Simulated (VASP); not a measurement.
Wanted: the native input for a VASP 6.6.1 run.

```
Task                   : single point
Functional             : PBEsol
Potentials or basis    : VASP PAW PBE potentials, release 64 (Si, C)
Cutoff                 : 600 eV
k mesh                 : 10 × 10 × 10
Occupations            : fermi-dirac, width 0.05 eV
Spin                   : no spin polarisation
Dipole correction      : no
Further INCAR settings : ALGO = Normal; EDIFF = 1e-06; NBANDS = 11
```

The structure of SiC (Moissanite 3C) lies in POSCAR:

```
SiC
1.0
    0.0000000000      2.1002228254      2.1002228254
    2.1002228254      0.0000000000      2.1002228254
    2.1002228254      2.1002228254      0.0000000000
Si C
1 1
Direct
    0.0000000000      0.0000000000      0.0000000000
    0.7500000000      0.7500000000      0.7500000000
```

The input as run:

INCAR

```
ALGO = Normal
EDIFF = 1E-6
ENCUT = 600
GGA = PS
GGA_COMPAT = F
ISIF = 2
ISMEAR = -1
LASPH = T
LCHARG = F
LREAL = F
LWAVE = F
NBANDS = 11
NELM = 120
PREC = Accurate
SIGMA = 0.05
```

KPOINTS

```
k-points
0
Gamma
  10 10 10
```

Potentials or basis: VASP PAW PBE potentials, release 64 (Si, C).

Run with:

```console
$ cat potpaw_PBE.64/Si/POTCAR potpaw_PBE.64/C/POTCAR > POTCAR
$ mpirun -np 1 vasp_std > vasp.out
```

Results of the run:

```
Pressure               : 30.3 GPa
Band gap on the k mesh : 1.13 eV, indirect (least direct gap 4.55 eV)
```

Caveat: the PAW data sets were made with another functional, which shifts forces and pressure a little.

Run time: 7.1 s on 1 thread of Intel(R) Xeon(R) Platinum 8488C (Sapphire Rapids), on a shared host, peak memory 0.13 GiB.
